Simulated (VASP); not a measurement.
# H2Se (Cmmm) in VASP: a series of runs

Runs on H2Se. Level: PBE+D3(BJ). Tasks: single point, relaxation of cell and atoms.

All numbers are computed with VASP 6.6.1; they aren't measurements. Logs are shortened: lines on timing, memory, paths and dates and some standing lists are left out, and cuts for length are marked.

## Step 1: The cell of the first run

Symmetry: Cmmm, No. 65, orthorhombic system. Conventional cell: a = 3.718 Å, b = 3.727 Å, c = 6.125 Å, α = 90.00°, β = 90.00°, γ = 90.00°. Within 1.0 Å of H (site symmetry 2mm) lie 1 H at 0.75 Å. Se (site symmetry mmm) has 4 Se at 2.63 Å and 4 H at 3.40 Å within 3.5 Å.

## Step 2: Single point, PBE+D3(BJ)

Contents of INCAR:

```
SYSTEM = H2Se
  ALGO = Normal
  EDIFF = 1E-7
  ENCUT = 520
  GGA = PE
  ISIF = 2
  ISMEAR = 0
  IVDW = 12
  LASPH = .TRUE.
  LCHARG = .FALSE.
  LREAL = .FALSE.
  LWAVE = .FALSE.
  NBANDS = 11
  NELM = 100
  PREC = Accurate
  SIGMA = 0.1
```

Contents of KPOINTS:

```
k-points
0
G
  18 18 8
  0 0 0
```

Contents of POSCAR:

```
H2Se
1.0
    1.8589950631     -1.8633476360      0.0000000000
    1.8589950631      1.8633476360      0.0000000000
    0.0000000000      0.0000000000      6.1247524994
H Se
2 1
Direct
    0.1009073196      0.1009073196      0.5000000000
    0.8990926804      0.8990926804      0.5000000000
    0.5000000000      0.5000000000      0.0000000000
```

Potentials or basis: VASP PAW PBE potentials, release 64 (H, Se).

Launch:

```bash
cat potpaw_PBE.64/H/POTCAR potpaw_PBE.64/Se/POTCAR > POTCAR
mpirun -np 1 vasp_std > vasp.out
```

OUTCAR:

```text
SYSTEM = H2Se
   EDIFF = 1E-7
   ENCUT = 520
   GGA = PE
   ISIF = 2
   ISMEAR = 0
   IVDW = 12
   LASPH = .TRUE.
   LREAL = .FALSE.
   NELM = 100
   PREC = Accurate
 IVDW          = 12

 ion  position               nearest neighbor table
   1  0.101  0.101  0.500-   2 0.75
   2  0.899  0.899  0.500-   1 0.75
   3  0.500  0.500  0.000-

  LATTYP: Found a base centered orthorhombic cell.
 ALAT       =     3.7179901262
 B/A-ratio  =     1.0023413580
 C/A-ratio  =     1.6473288770

  Lattice vectors:

 A1 = (   1.8589950631,  -1.8633476360,   0.0000000000)
 A2 = (   1.8589950631,   1.8633476360,   0.0000000000)
 A3 = (   0.0000000000,   0.0000000000,   6.1247524994)

Analysis of symmetry for initial positions (statically):
=====================================================================
 Subroutine PRICEL returns:
 Original cell was already a primitive cell.

 Routine SETGRP: Setting up the symmetry group for a
 base centered orthorhombic supercell.

 Subroutine GETGRP returns: Found  8 space group operations
 (whereof  8 operations were pure point group operations)
 out of a pool of  8 trial point group operations.

The static configuration has the point symmetry D_2h.

Analysis of symmetry for dynamics (positions and initial velocities):
=====================================================================
 Subroutine PRICEL returns:
 Original cell was already a primitive cell.

 Routine SETGRP: Setting up the symmetry group for a
 base centered orthorhombic supercell.

 Subroutine GETGRP returns: Found  8 space group operations
 (whereof  8 operations were pure point group operations)
 out of a pool of  8 trial point group operations.

The dynamic configuration has the point symmetry D_2h.

 Subroutine INISYM returns: Found  8 space group operations
 (whereof  8 operations are pure point group operations),
 and found     1 'primitive' translations

----------------------------------------------------------------------------------------

                                     Primitive cell

  volume of cell :      42.4317

  direct lattice vectors                    reciprocal lattice vectors
     1.858995063 -1.863347636  0.000000000     0.268962522 -0.268334255  0.000000000
     1.858995063  1.863347636  0.000000000     0.268962522  0.268334255  0.000000000
     0.000000000  0.000000000  6.124752499     0.000000000  0.000000000  0.163271904

  length of vectors
     2.632095564  2.632095564  6.124752499     0.379926454  0.379926454  0.163271904

  position of ions in fractional coordinates (direct lattice)
     0.100907320  0.100907320  0.500000000
     0.899092680  0.899092680  0.500000000
     0.500000000  0.500000000  0.000000000

  ion indices of the primitive-cell ions
   primitive index   ion index
                 1           1
                 2           2
                 3           3

----------------------------------------------------------------------------------------

 KPOINTS: k-points

Automatic generation of k-mesh.
 Grid dimensions read from file:
 generate k-points for:   18   18    8

 Generating k-lattice:

  Cartesian coordinates                     Fractional coordinates (reciprocal lattice)
     0.014942362 -0.014907459  0.000000000     0.055555556  0.000000000  0.000000000
     0.014942362  0.014907459  0.000000000     0.000000000  0.055555556  0.000000000
     0.000000000  0.000000000  0.020408988     0.000000000  0.000000000  0.125000000

  Length of vectors
     0.021107025  0.021107025  0.020408988

  Shift w.r.t. Gamma in fractional coordinates (k-lattice)
     0.000000000  0.000000000  0.000000000

 Subroutine IBZKPT returns following result:
 ===========================================

 Found    455 irreducible k-points:

 Following reciprocal coordinates:
            Coordinates               Weight
  0.000000  0.000000  0.000000      1.000000
  0.055556  0.000000  0.000000      4.000000
  0.111111  0.000000  0.000000      4.000000
  0.166667  0.000000  0.000000      4.000000
  0.222222  0.000000  0.000000      4.000000
  0.277778  0.000000  0.000000      4.000000
[... 16 lines left out ...]
 -0.277778  0.055556  0.000000      4.000000
 -0.222222  0.055556  0.000000      4.000000
 [... further k-points ...]
   k-points           NKPTS =    455   k-points in BZ     NKDIM =    455   number of bands    NBANDS=     11
   number of dos      NEDOS =    301   number of ions     NIONS =      3
   total plane-waves  NPLWV =  19200
   dimension x,y,z NGX =    20 NGY =   20 NGZ =   48
   dimension x,y,z NGXF=    40 NGYF=   40 NGZF=   96
   ions per type =               2   1
   NGX,Y,Z   is equivalent  to a cutoff of  12.63, 12.63, 13.03 a.u.
   NGXF,Y,Z  is equivalent  to a cutoff of  25.26, 25.26, 26.06 a.u.
 SYSTEM =  H2Se
   PREC   = accura    normal or accurate (medium, high low for compatibility)
   ISTART =      0    job   : 0-new  1-cont  2-samecut
   ICHARG =      2    charge: 1-file 2-atom 10-const
   ISPIN  =      1    spin polarized calculation?
   LNONCOLLINEAR =      F non collinear calculations
   LSORBIT =      F    spin-orbit coupling
   LASPH  =      T    aspherical Exc in radial PAW
   ENCUT  =  520.0 eV  38.22 Ry    6.18 a.u.   4.89  4.89 11.39*2*pi/ulx,y,z
   NELM   =    100;   NELMIN=  2; NELMDL= -5     # of ELM steps
   EDIFF  = 0.1E-06   stopping-criterion for ELM
   LREAL  =      F    real-space projection
   EDIFFG = 0.1E-05   stopping-criterion for IOM
   NSW    =      0    number of steps for IOM
   IBRION =     -1    ionic relax: 0-MD 1-quasi-New 2-CG
   NFREE  =      0    steps in history (QN), initial steepest desc. (CG)
   ISIF   =      2    stress and relaxation
   ISYM   =      2    0-nonsym 1-usesym 2-fastsym
   POTIM  = 0.5000    time-step for ionic-motion
   TEBEG  =    0.0;   TEEND  =   0.0 temperature during run
   PSTRESS=    0.0 pullay stress
   NELECT =       8.0000    total number of electrons
   NUPDOWN=      -1.0000    fix difference up-down
   EMIN   =  10.00;   EMAX   =-10.00  energy-range for DOS
   EFERMI =   0.00;   METHOD = LEGACY
   ISMEAR =     0;   SIGMA  =   0.10  broadening in eV -4-tet -1-fermi 0-gaus
   EFERMI_NEDOS =   21; number of points for ismear=-14 and -15
   IALGO  =     38    algorithm
   IMIX   =      4    mixing-type and parameters
     AMIX     =   0.40;   BMIX     =  1.00
     AMIX_MAG =   1.60;   BMIX_MAG =  1.00
  volume/ion in A,a.u.               =      14.14        95.45
  Fermi-wavevector in a.u.,A,eV,Ry     =   0.938731  1.773945 11.989676  0.881216
  Thomas-Fermi vector in A             =   2.065972
   LORBIT       =      0    0 simple, 1 ext, 2 COOP (PROOUT), +10 PAW based schemes
   GGA     = PE    functional components
   LHFCALC =     F    Hartree Fock is set to
   AEXX    =    0.0000 exact exchange contribution
   IVDW    =    12    specifies the selected vdW correction
   LEPSILON=     F    determine dielectric tensor
   LRPA    =     F    only Hartree local field effects (RPA)
 non-spin polarized calculation
 Gauss-broadening in eV      SIGMA  =   0.10
  energy-cutoff  :      520.00
  volume of cell :       42.43
 maximum number of plane-waves:      1160
   NGX =  9   NGY =  9   NGZ = 23

 number of electron       8.0000000 magnetization

 Free energy of the ion-electron system (eV)
  ---------------------------------------------------
  ext. energy  EPLUGINS =         0.00000000
  ---------------------------------------------------
  free energy    TOTEN  =        -9.99630872 eV

  energy without entropy =       -9.99372771  energy(sigma->0) =       -9.99501821

 E-fermi :   0.4235     XC(G=0):  -8.0453

 val. band max:        0.4219133341   @ k =   0.3889   0.3333   0.5000
 cond. band min:       0.4247002265   @ k =   0.3889   0.3333   0.3750
 fundamental gap:      0.0027868925
 Fermi energy:         0.4234793968

 k-point     1 :       0.0000    0.0000    0.0000
  band No.  band energies     occupation
      1     -15.1481      2.00000
      2      -6.2496      2.00000
      3      -3.5222      2.00000
      4       4.2963      0.00000
      5       4.3149      0.00000
      6       7.9828      0.00000
      7       8.9792      0.00000
      8      10.1057      0.00000
      9      12.3958      0.00000
     10      14.8418      0.00000
     11      16.7444      0.00000

 k-point     2 :       0.0556    0.0000    0.0000
  band No.  band energies     occupation
      1     -15.0908      2.00000
      2      -6.2067      2.00000
      3      -3.4661      2.00000
      4       3.6553      0.00000
      5       4.3521      0.00000
      6       8.0001      0.00000
      7       9.0177      0.00000
      8      10.5223      0.00000
      9      12.7796      0.00000
     10      14.3433      0.00000
     11      17.0182      0.00000

 k-point     3 :       0.1111    0.0000    0.0000
  band No.  band energies     occupation
      1     -14.9200      2.00000
      2      -6.0806      2.00000
      3      -3.2992      2.00000
      4       2.2216      0.00000
      5       4.4887      0.00000
      6       8.0267      0.00000
      7       9.1178      0.00000
      8      11.1334      0.00000
      9      13.3135      0.00000
     10      14.0637      0.00000
     11      15.6713      0.00000
[... 267 lines left out ...]
 k-point    23 :      -0.2778    0.0556    0.0000
  band No.  band energies     occupation
      1     -13.7304      2.00000
      2      -5.2784      2.00000
      3      -2.5639      2.00000
      4      -2.1590      2.00000
      5       4.7456      0.00000
      6       7.2871      0.00000
      7       8.6571      0.00000
      8      11.3646      0.00000
      9      12.3874      0.00000
     10      13.1947      0.00000
     11      17.2084      0.00000

 k-point    24 :      -0.2222    0.0556    0.0000
  band No.  band energies     occupation
      1     -14.2002      2.00000
      2      -5.5786      2.00000
      3      -2.6040      2.00000
      4      -1.0243      2.00000
      5       4.3959      0.00000
      6       7.8633      0.00000
      7       9.1817      0.00000
      8      11.5642      0.00000
      9      12.7362      0.00000
     10      12.8618      0.00000
     11      16.8017      0.00000

 [... further k-points ...]

------------------------ aborting loop because EDIFF is reached ----------------------------------------

 Edisp (eV)   -0.35124

 E8    (eV) :    -0.1213

  FORCE on cell =-STRESS in cart. coord.  units (eV):
  Direction    XX          YY          ZZ          XY          YZ          ZX
  --------------------------------------------------------------------------------------
  -------------------------------------------------------------------------------------
  Total      -0.03333    -0.02071    -0.02585    -0.00000     0.00000     0.00000
  in kB      -1.25851    -0.78192    -0.97597    -0.00000     0.00000     0.00000
  external pressure =       -1.01 kB  Pullay stress =        0.00 kB

 VOLUME and BASIS-vectors are now :
 -----------------------------------------------------------------------------
  energy-cutoff  :      520.00
  volume of cell :       42.43
      direct lattice vectors                 reciprocal lattice vectors
     1.858995063 -1.863347636  0.000000000     0.268962522 -0.268334255  0.000000000
     1.858995063  1.863347636  0.000000000     0.268962522  0.268334255  0.000000000
     0.000000000  0.000000000  6.124752499     0.000000000  0.000000000  0.163271904

 POSITION                                       TOTAL-FORCE (eV/Angst)
 -----------------------------------------------------------------------------------
      0.37517      0.00000      3.06238        -0.010351      0.000000      0.000000
      3.34282      0.00000      3.06238         0.010351      0.000000      0.000000
      1.85900      0.00000      0.00000        -0.000000      0.000000      0.000000
 -----------------------------------------------------------------------------------
    total drift:                                0.000000     -0.000000     -0.000000

  FREE ENERGIE OF THE ION-ELECTRON SYSTEM (eV)
  ---------------------------------------------------
  free  energy   TOTEN  =       -10.3475479221 eV

  energy  without entropy=      -10.3449669061  energy(sigma->0) =      -10.34625741
```

Run time: 1.9 min. Hardware: 1 thread of Intel Xeon Platinum 8259CL at 2.50GHz (Skylake/Cascade Lake), shared host; peak memory 0.33 GiB.

What came out:

```
Free energy                : -10.3475 eV
Pressure                   : -0.1 GPa
Largest force              : 0.010 eV/Å
Band gap on the k mesh     : zero (band 4 reaches 4.30 eV, above the bottom of band 5 at -0.94 eV)
Dispersion energy per atom : -0.117 eV
```

Forces in eV/Å, atoms in the order of the input:
```
H   -0.010  0.000  0.000
H    0.010  0.000  0.000
Se   0.000  0.000  0.000
```

## Step 3: Relaxation of cell and atoms, PBE+D3(BJ)

This run uses another cell than the first one, of 14.11 Å³/atom, 0.998 times its volume.

Contents of INCAR:

```
PREC = Accurate
ENCUT = 600
EDIFF = 1E-6
ISMEAR = 0
SIGMA = 0.1
LREAL = False
LASPH = True
NELM = 60
ALGO = Normal
ISIF = 3
LWAVE = False
LCHARG = False
GGA = PE
IVDW = 12
IBRION = 2
NSW = 100
EDIFFG = -0.01
```

Contents of KPOINTS:

```
regular mesh
0
Gamma
  18 18 8
```

Contents of POSCAR:

```
H2Se
1.0
    1.8548469748     -1.8631219340      0.0000000000
    1.8548469748      1.8631219340      0.0000000000
    0.0000000000      0.0000000000      6.1259304264
H Se
2 1
Direct
    0.1011042868      0.1011042868      0.5000000000
    0.8988957132      0.8988957132      0.5000000000
    0.5000000000      0.5000000000      0.0000000000
```

Potentials or basis: VASP PAW PBE potentials, release 64 (H, Se).

Launch:

```bash
cat potpaw_PBE.64/H/POTCAR potpaw_PBE.64/Se/POTCAR > POTCAR
mpirun -np 1 vasp_std > vasp.out
```

Run time: 3.6 min. Hardware: 1 thread of Intel Xeon 6975P-C, shared host; peak memory 0.37 GiB.

The run converged. Its results:

- Free energy: -10.3492 eV
- Relaxed volume: 14.14 Å³/atom
- Relaxed cell: a = 2.632 Å, b = 2.632 Å, c = 6.124 Å, α = 90.00°, β = 90.00°, γ = 90.22°
- Space group after relaxing (to 0.05 Å): Cmmm (No. 65)
- Energy gained by relaxing: 0.0 meV/atom
- Ionic steps: 5
- Pressure after relaxing: 0.0 GPa
- Largest force after relaxing: 0.004 eV/Å
- Band gap on the k mesh: zero (band 4 reaches 4.29 eV, above the bottom of band 5 at -0.95 eV)
- Dispersion energy per atom: -0.117 eV

Forces on the atoms (eV/Å):
```
H   -0.004  0.000  0.000
H    0.004  0.000  0.000
Se   0.000  0.000  0.000
```

Final structure:
```
H Se
1.0
     1.85773   -1.86482    0.00000
     1.85773    1.86482    0.00000
     0.00000    0.00000    6.12438
H Se
2 1
Direct
  0.10092 0.10092 0.50000
  0.89908 0.89908 0.50000
  0.50000 0.50000 0.00000
```

Levels at points of the mesh, in eV from the Fermi level:
```
           k point  band 1  band 2  band 3  band 4  band 5  band 6  band 7  band 8
(0.00, 0.00, 0.00)  -15.57   -6.67   -3.94    3.87    3.90    7.56    8.56    9.68
(0.50, 0.00, 0.00)  -12.55   -6.77   -4.75   -1.15    4.64    5.46    5.87   13.22
(0.50, 0.50, 0.00)   -9.36   -4.32   -4.27   -3.37    1.29    4.28    7.25    9.47
(0.00, 0.00, 0.50)  -15.56   -6.95   -3.31    3.87    3.90    4.90    9.69   11.82
(0.50, 0.00, 0.50)  -12.55   -6.71   -4.86   -1.28    5.53    5.87    6.33   10.07
(0.50, 0.50, 0.50)   -9.35   -4.32   -4.27   -3.37    1.26    4.18    6.72    8.46
```
